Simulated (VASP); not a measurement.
Input of a VASP 6.6.1 run:

The input INCAR:

```
SYSTEM = SnSe2
PREC = Accurate ; ENCUT = 400
EDIFF = 1E-6 ; ISMEAR = 0
SIGMA = 0.03 ; LREAL = .FALSE.
LASPH = .TRUE. ; NELM = 120
ALGO = Normal ; ISIF = 2
LWAVE = .FALSE. ; LCHARG = .FALSE.
LDIPOL = .TRUE. ; IDIPOL = 3
DIPOL = 0.5 0.5 0.285 ; GGA = PE
IVDW = 13 ; NBANDS = 20
GGA_COMPAT = .FALSE. ; NELMDL = -8
```

KPOINTS

```
Automatic mesh
0
G
  12 12 1
  0 0 0
```

POSCAR

```
SnSe2
1.0
    3.8187378246      0.0000000000      0.0000000000
   -1.9093689123      3.3071239665      0.0000000000
    0.0000000000      0.0000000000     30.1599999976
Se Sn
2 1
Direct
    0.3333333333      0.6666666667      0.2317563852
    0.6666666667      0.3333333333      0.3378722620
    0.0000000000      0.0000000000      0.2848143236
```

Potentials or basis: VASP PAW PBE potentials, release 64 (Se, Sn_d).

Launch:

```console
$ cat potpaw_PBE.64/Se/POTCAR potpaw_PBE.64/Sn_d/POTCAR > POTCAR
$ mpirun -np 1 vasp_std > vasp.out
```

What does it give for the dispersion energy per atom?

-0.294 eV.

Predict the band gap on the k mesh.

0.77 eV, indirect (least direct gap 1.12 eV).

Forces in eV/Å, atoms in the order of the input:
```
Se   0.000  0.000 -0.007
Se   0.000  0.000  0.007
Sn   0.000  0.000  0.000
```

Caveat: spin-orbit coupling is left out, which moves the levels of the heavy elements.
